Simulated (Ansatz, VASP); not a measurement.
Two plane-wave programs on Rb

Contents of INCAR:

```
SYSTEM = Rb
ALGO = Fast
EDIFF = 1E-6
ENCUT = 520
GGA = PE
ISIF = 2
ISMEAR = 0
LASPH = .True.
LCHARG = .False.
LREAL = .False.
LWAVE = .False.
NBANDS = 10
NELM = 60
PREC = Accurate
SIGMA = 0.15
```

KPOINTS

```
k-points
0
Gamma
  12 12 12
  0 0 0
```

The input POSCAR:

```
Rb
1.0
   -2.8060000000      2.9900736000      2.9900736000
    2.8060000000     -2.6219264000      2.6219264000
    2.8060000000      2.6219264000     -2.6219264000
Rb
1
Direct
    0.0000000000      0.0000000000      0.0000000000
```

Input for Ansatz:

```yaml
crystal:
  lattice:
    - [-2.806, 2.9900736, 2.9900736]
    - [2.806, -2.6219264, 2.6219264]
    - [2.806, 2.6219264, -2.6219264]
  atoms:
    - { symbol: Rb, position: [0.0, 0.0, 0.0] }
basis:
  ecutwfc: 420
kpoints:
  mp_grid: { grid: [12, 12, 12] }
hamiltonian:
  xc: pbe
scf:
  occupations: { method: gaussian, width: 0.15 }
output:
  forces: true
  stress: true
  eigenvalues: true
```

Change from the starting cell: strain +0.1312 x Voigt [0, 0, 0, 1, 0, 0], atoms carried along.

Alike in both runs: task single point; functional PBE; k mesh 12 × 12 × 12; occupations gaussian, width 0.15 eV; no spin polarisation.

|  | VASP | Ansatz |
| --- | --- | --- |
| version | VASP 6.6.1 | Ansatz 0.2.0 |
| potentials or method | VASP PAW PBE potentials, release 64 (Rb_sv), cutoff 520 eV | scalar-relativistic, plane waves, PAW |
| valence electrons in the cell | 9 | 9 |

|  | VASP | Ansatz | Ansatz less VASP |
| --- | --- | --- | --- |
| gap on the k mesh at the Fermi level (eV) | none | none | - |
| pressure (GPa) | 0.1 | 0.1 | 0.00 |
| traceless stress, the component that is largest in VASP (GPa) | -0.27 | -0.26 | 0.000 |

A gap of «none» marks a metal or a gap that the smearing closes.
